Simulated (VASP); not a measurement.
Input of a VASP 6.6.1 run:

INCAR

```
SYSTEM = Sb
  ALGO = Normal
  EDIFF = 1E-8
  ENCUT = 520
  GGA = PE
  ISIF = 2
  ISMEAR = -1
  LASPH = .True.
  LCHARG = .False.
  LEFG = .True.
  LREAL = .False.
  LWAVE = .False.
  NBANDS = 8
  NELM = 100
  PREC = Accurate
  SIGMA = 0.05
```

Contents of KPOINTS:

```
k-points
0
Gamma
  19 19 19
  0 0 0
```

Contents of POSCAR:

```
Sb
1.0
   -1.5100000367      1.5100000367      2.4882392632
    1.5100000367     -1.5100000367      2.4882392632
    1.5100000367      1.5100000367     -2.4882392632
Sb
1
Direct
    0.0000000000      0.0000000000      0.0000000000
```

Potentials or basis: VASP PAW PBE potentials, release 64 (Sb).

The run is started by

```console
$ cat potpaw_PBE.64/Sb/POTCAR > POTCAR
$ mpirun -np 1 vasp_std > vasp.out
```

Task: Estimate the pressure.

Result: 17.9 GPa.

Electric field gradients, principal values (V/Å²):
```
atom    least   middle  greatest (by size)
1 Sb  -19.559  -19.560              39.119
```

Caveat: without QUAD_EFG the Cq values of the log hold for a quadrupole moment of 1 mb, not for the nuclei.
